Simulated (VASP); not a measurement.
# Pt in VASP: relaxation of the atoms with PBE

Aim: the relaxation of the atoms of Pt with PBE.

All numbers are computed with VASP 6.6.1; they aren't measurements. Logs are shortened: lines on timing, memory, paths and dates and some standing lists are left out, and cuts for length are marked.

## Step 1: The cell of the first run

The cell holds a slab with vacuum, 6 atoms: a = 2.808 Å, b = 2.808 Å, c = 27.464 Å, α = 90.00°, β = 90.00°, γ = 120.00°.

## Step 2: Relaxation of the atoms, PBE

INCAR

```
SYSTEM = Pt
PREC = Accurate
ENCUT = 520
EDIFF = 1E-6
ISMEAR = -1
SIGMA = 0.08
LREAL = .FALSE.
LASPH = .TRUE.
NELM = 60
ALGO = Normal
ISIF = 2
LWAVE = .FALSE.
LCHARG = .FALSE.
LDIPOL = .TRUE.
IDIPOL = 3
DIPOL = 0.5 0.5 0.500
GGA = PE
IBRION = 2
NSW = 60
EDIFFG = -0.01
KPAR = 4
```

KPOINTS

```
Automatic mesh
0
G
  13 13 1
  0 0 0
```

POSCAR

```
Pt
1.0
    2.8080030017      0.0000000000      0.0000000000
   -1.4040015008      2.4318019334      0.0000000000
    0.0000000000      0.0000000000     27.4636000000
Pt
6
Direct
    0.1666666665      0.3333333335      0.2912942174
    0.5000000005      0.9999999995      0.3747765303
    0.8333333335      0.6666666665      0.4582588432
    0.1666666665      0.3333333335      0.5417411561
    0.5000000005      0.9999999995      0.6252234697
    0.8333333335      0.6666666665      0.7087057826
```

Potentials or basis: VASP PAW PBE potentials, release 64 (Pt).

The run is started by

```bash
$ cat potpaw_PBE.64/Pt/POTCAR > POTCAR
$ mpirun -np 4 vasp_std > vasp.out
```

OUTCAR:

```text
SYSTEM = Pt
   PREC = Accurate
   ENCUT = 520
   EDIFF = 1E-6
   ISMEAR = -1
   LREAL = .FALSE.
   LASPH = .TRUE.
   NELM = 60
   ISIF = 2
   GGA = PE
   IBRION = 2
   NSW = 60
   EDIFFG = -0.01

 ion  position               nearest neighbor table
   1  0.167  0.333  0.291-   2 2.81   2 2.81   2 2.81
   2  0.500  1.000  0.375-   3 2.81   1 2.81   1 2.81   3 2.81   3 2.81   1 2.81
   3  0.833  0.667  0.458-   2 2.81   4 2.81   4 2.81   2 2.81   2 2.81   4 2.81
   4  0.167  0.333  0.542-   3 2.81   3 2.81   3 2.81   5 2.81   5 2.81   5 2.81
   5  0.500  1.000  0.625-   6 2.81   6 2.81   6 2.81   4 2.81   4 2.81   4 2.81
   6  0.833  0.667  0.709-   5 2.81   5 2.81   5 2.81

  LATTYP: Found a hexagonal cell.
 ALAT       =     2.8080030017
 C/A-ratio  =     9.7804738753

  Lattice vectors:

 A1 = (   2.8080030017,   0.0000000000,   0.0000000000)
 A2 = (  -1.4040015008,   2.4318019334,   0.0000000000)
 A3 = (   0.0000000000,   0.0000000000,  27.4636000000)

Analysis of symmetry for initial positions (statically):
=====================================================================
 Subroutine PRICEL returns:
 Original cell was already a primitive cell.

 Routine SETGRP: Setting up the symmetry group for a
 hexagonal supercell.

 Subroutine GETGRP returns: Found 12 space group operations
 (whereof  4 operations were pure point group operations)
 out of a pool of 24 trial point group operations.

The static configuration has the point symmetry C_2h.
 The point group associated with its full space group is D_3d.

Analysis of symmetry for dynamics (positions and initial velocities):
=====================================================================
 Subroutine PRICEL returns:
 Original cell was already a primitive cell.

 Routine SETGRP: Setting up the symmetry group for a
 hexagonal supercell.

 Subroutine GETGRP returns: Found 12 space group operations
 (whereof  4 operations were pure point group operations)
 out of a pool of 24 trial point group operations.

The dynamic configuration has the point symmetry C_2h.
 The point group associated with its full space group is D_3d.

 Subroutine INISYM returns: Found 12 space group operations
 (whereof  4 operations are pure point group operations),
 and found     1 'primitive' translations

----------------------------------------------------------------------------------------

                                     Primitive cell

  volume of cell :     187.5354

  direct lattice vectors                    reciprocal lattice vectors
     2.808003002  0.000000000  0.000000000     0.356124975  0.205608850  0.000000000
    -1.404001501  2.431801933  0.000000000     0.000000000  0.411217701  0.000000000
     0.000000000  0.000000000 27.463600000     0.000000000  0.000000000  0.036411832

  length of vectors
     2.808003002  2.808003002 27.463600000     0.411217701  0.411217701  0.036411832

  position of ions in fractional coordinates (direct lattice)
     0.166666666  0.333333334  0.291294217
     0.500000001  0.999999999  0.374776530
     0.833333334  0.666666666  0.458258843
     0.166666666  0.333333334  0.541741156
     0.500000001  0.999999999  0.625223470
     0.833333334  0.666666666  0.708705783

  ion indices of the primitive-cell ions
   primitive index   ion index
                 1           1
                 2           2
                 3           3
                 4           4
                 5           5
                 6           6

----------------------------------------------------------------------------------------

 KPOINTS: Automatic mesh

Automatic generation of k-mesh.
 Grid dimensions read from file:
 generate k-points for:   13   13    1

 Generating k-lattice:

  Cartesian coordinates                     Fractional coordinates (reciprocal lattice)
     0.027394229  0.015816065  0.000000000     0.076923077  0.000000000  0.000000000
     0.000000000  0.031632131  0.000000000     0.000000000  0.076923077  0.000000000
     0.000000000  0.000000000  0.036411832     0.000000000  0.000000000  1.000000000

  Length of vectors
     0.031632131  0.031632131  0.036411832

  Shift w.r.t. Gamma in fractional coordinates (k-lattice)
     0.000000000  0.000000000  0.000000000

 Subroutine IBZKPT returns following result:
 ===========================================

 Found     21 irreducible k-points:

 Following reciprocal coordinates:
            Coordinates               Weight
  0.000000  0.000000  0.000000      1.000000
  0.076923  0.000000  0.000000      6.000000
  0.153846 -0.000000  0.000000      6.000000
  0.230769  0.000000  0.000000      6.000000
  0.307692 -0.000000  0.000000      6.000000
  0.384615  0.000000  0.000000      6.000000
[... 13 lines left out ...]
  0.384615  0.230769  0.000000      6.000000
  0.307692  0.307692  0.000000      6.000000
   k-points           NKPTS =     21   k-points in BZ     NKDIM =     21   number of bands    NBANDS=     36
   number of dos      NEDOS =    301   number of ions     NIONS =      6
   total plane-waves  NPLWV = 120960
   dimension x,y,z NGX =    24 NGY =   24 NGZ =  210
   dimension x,y,z NGXF=    48 NGYF=   48 NGZF=  420
   ions per type =               6
   NGX,Y,Z   is equivalent  to a cutoff of  14.21, 14.21, 12.71 a.u.
   NGXF,Y,Z  is equivalent  to a cutoff of  28.42, 28.42, 25.42 a.u.
 SYSTEM =  Pt
   PREC   = accura    normal or accurate (medium, high low for compatibility)
   ISTART =      0    job   : 0-new  1-cont  2-samecut
   ICHARG =      2    charge: 1-file 2-atom 10-const
   ISPIN  =      1    spin polarized calculation?
   LNONCOLLINEAR =      F non collinear calculations
   LSORBIT =      F    spin-orbit coupling
   LASPH  =      T    aspherical Exc in radial PAW
   ENCUT  =  520.0 eV  38.22 Ry    6.18 a.u.   5.22  5.22 51.06*2*pi/ulx,y,z
   NELM   =     60;   NELMIN=  2; NELMDL= -5     # of ELM steps
   EDIFF  = 0.1E-05   stopping-criterion for ELM
   LREAL  =      F    real-space projection
   EDIFFG = -.1E-01   stopping-criterion for IOM
   NSW    =     60    number of steps for IOM
   IBRION =      2    ionic relax: 0-MD 1-quasi-New 2-CG
   NFREE  =      1    steps in history (QN), initial steepest desc. (CG)
   ISIF   =      2    stress and relaxation
   ISYM   =      2    0-nonsym 1-usesym 2-fastsym
   POTIM  = 0.5000    time-step for ionic-motion
   TEBEG  =    0.0;   TEEND  =   0.0 temperature during run
   PSTRESS=    0.0 pullay stress
   NELECT =      60.0000    total number of electrons
   NUPDOWN=      -1.0000    fix difference up-down
   EMIN   =  10.00;   EMAX   =-10.00  energy-range for DOS
   EFERMI =   0.00;   METHOD = LEGACY
   ISMEAR =    -1;   SIGMA  =   0.08  broadening in eV -4-tet -1-fermi 0-gaus
   EFERMI_NEDOS =   21; number of points for ismear=-14 and -15
   IALGO  =     38    algorithm
   IMIX   =      4    mixing-type and parameters
     AMIX     =   0.40;   BMIX     =  1.00
     AMIX_MAG =   1.60;   BMIX_MAG =  1.00
  volume/ion in A,a.u.               =      31.26       210.93
  Fermi-wavevector in a.u.,A,eV,Ry     =   1.119689  2.115906 17.057678  1.253704
  Thomas-Fermi vector in A             =   2.256330
   LORBIT       =      0    0 simple, 1 ext, 2 COOP (PROOUT), +10 PAW based schemes
   GGA     = PE    functional components
   LHFCALC =     F    Hartree Fock is set to
   AEXX    =    0.0000 exact exchange contribution
   IVDW    =     0    specifies the selected vdW correction
   LEPSILON=     F    determine dielectric tensor
   LRPA    =     F    only Hartree local field effects (RPA)
 conjugate gradient relaxation of ions
 non-spin polarized calculation
  energy-cutoff  :      520.00
  volume of cell :      187.54
 maximum number of plane-waves:      5076
 NGX is ok and might be reduce to    24
   NGX = 11   NGY = 11   NGZ =103

--------------------------------------- Ionic step        1  -------------------------------------------

 number of electron      59.9999992 magnetization

 Free energy of the ion-electron system (eV)
  ---------------------------------------------------
  ext. energy  EPLUGINS =         0.00000000
  ---------------------------------------------------
  free energy    TOTEN  =       -35.41790236 eV

  energy without entropy =      -35.15824441  energy(sigma->0) =      -35.28807339

------------------------ aborting loop because EDIFF is reached ----------------------------------------

  FORCE on cell =-STRESS in cart. coord.  units (eV):
  Direction    XX          YY          ZZ          XY          YZ          ZX
  --------------------------------------------------------------------------------------
  -------------------------------------------------------------------------------------
  Total       -4.4161111     -4.4161111     -0.1329141     -0.0000000      0.0000000      0.0000000
  in kB      -37.7283094    -37.7283094     -1.1355298     -0.0000000      0.0000000      0.0000000
  external PRESSURE =     -25.5307162 kB  Pullay stress =       0.0000000 kB
[... 101 lines left out ...]
  FREE ENERGIE OF THE ION-ELECTRON SYSTEM (eV)
  ---------------------------------------------------
  free  energy   TOTEN  =       -35.4214075954 eV

  energy  without entropy=      -35.1637062591  energy(sigma->0) =      -35.29255693

[... ionic steps 4 to 8 ...]

--------------------------------------- Ionic step        9  -------------------------------------------

 number of electron      59.9999994 magnetization

------------------------ aborting loop because EDIFF is reached ----------------------------------------
[... 75 lines left out ...]
--------------------------------------- Ionic step       11  -------------------------------------------

 number of electron      59.9999993 magnetization

 dipolmoment           0.000000      0.000000      0.000000 electrons x Angstroem

 Free energy of the ion-electron system (eV)
  ---------------------------------------------------
  ext. energy  EPLUGINS =         0.00000000
  ---------------------------------------------------
  free energy    TOTEN  =       -35.42283187 eV

  energy without entropy =      -35.16510249  energy(sigma->0) =      -35.29396718

 E-fermi :   2.4126     XC(G=0):  -7.2820

 val. band max:        2.4044612017   @ k =   0.2308   0.1538   0.0000
 cond. band min:       2.4170073929   @ k =   0.0000   0.0000   0.0000
 fundamental gap:      0.0125461912
 Fermi energy:         2.4125678751

 k-point     1 :       0.0000    0.0000    0.0000
  band No.  band energies     occupation
      1      -7.1695      2.00000
      2      -6.4042      2.00000
      3      -5.4800      2.00000
      4      -4.7539      2.00000
      5      -4.3627      2.00000
      6      -4.3223      2.00000
[... 808 lines left out ...]
     35       7.5370      0.00000
     36       7.9941      0.00000

------------------------ aborting loop because EDIFF is reached ----------------------------------------

 vacuum level on the upper side and lower side of the slab       (xc-potential included)        -0.035        -0.035

  FORCE on cell =-STRESS in cart. coord.  units (eV):
  Direction    XX          YY          ZZ          XY          YZ          ZX
  --------------------------------------------------------------------------------------
  -------------------------------------------------------------------------------------
  Total       -4.3366944     -4.3366944     -0.0866231     -0.0000000     -0.0000000      0.0000000
  in kB      -37.0498257    -37.0498257     -0.7400501     -0.0000000     -0.0000000      0.0000000
  external PRESSURE =     -24.9465672 kB  Pullay stress =       0.0000000 kB
[... 21 lines left out ...]
  FREE ENERGIE OF THE ION-ELECTRON SYSTEM (eV)
  ---------------------------------------------------
  free  energy   TOTEN  =       -35.4228318709 eV

  energy  without entropy=      -35.1651024868  energy(sigma->0) =      -35.29396718

 reached required accuracy - stopping structural energy minimisation

 vacuum level on the upper side and lower side of the slab         8.088         8.088
```

Wall time 9.9 min (4 MPI ranks of AMD EPYC 7R43 (Zen 3), shared host); peak memory 0.37 GiB.

Results:

| Item | Value |
| --- | --- |
| Free energy | -35.4228 eV |
| Energy gained by relaxing | 0.8 meV/atom |
| Ionic steps | 11 |
| Largest force after relaxing | 0.005 eV/Å |
| Band gap on the k mesh | zero (bands 30 and 31 overlap by 1.33 eV) |

Forces on the atoms (eV/Å):
```
Pt   0.000  0.000 -0.002
Pt   0.000  0.000  0.005
Pt   0.000  0.000  0.002
Pt   0.000  0.000 -0.002
Pt   0.000  0.000 -0.005
Pt   0.000  0.000  0.002
```

The path:
```
step  energy change (eV)  largest force (eV/Å)  pressure (GPa)
   1              0.0000                0.1972           -2.55
   2             -0.0032                0.0642           -2.64
   3             -0.0035                0.0828           -2.67
   4             -0.0039                0.0159           -2.68
   5             -0.0040                0.0192           -2.68
   6             -0.0046                0.0188           -2.67
   7             -0.0047                0.0175           -2.67
   8             -0.0048                0.0241           -2.62
   9             -0.0048                0.0178           -2.59
  10             -0.0049                0.0126           -2.52
  11             -0.0049                0.0049           -2.49
```

Final structure:
```
Pt
1.0
     2.80800    0.00000    0.00000
    -1.40400    2.43180    0.00000
     0.00000    0.00000   27.46360
Pt
6
Cartesian
  0.0000 0.8106 8.0023
  0.0000 2.4318 10.3146
  1.4040 1.6212 12.5939
  0.0000 0.8106 14.8697
  0.0000 2.4318 17.1490
  1.4040 1.6212 19.4613
```

Caveat: the highest band is partly filled, so the run has too few bands; spin-orbit coupling is left out, which moves the levels of the heavy elements.
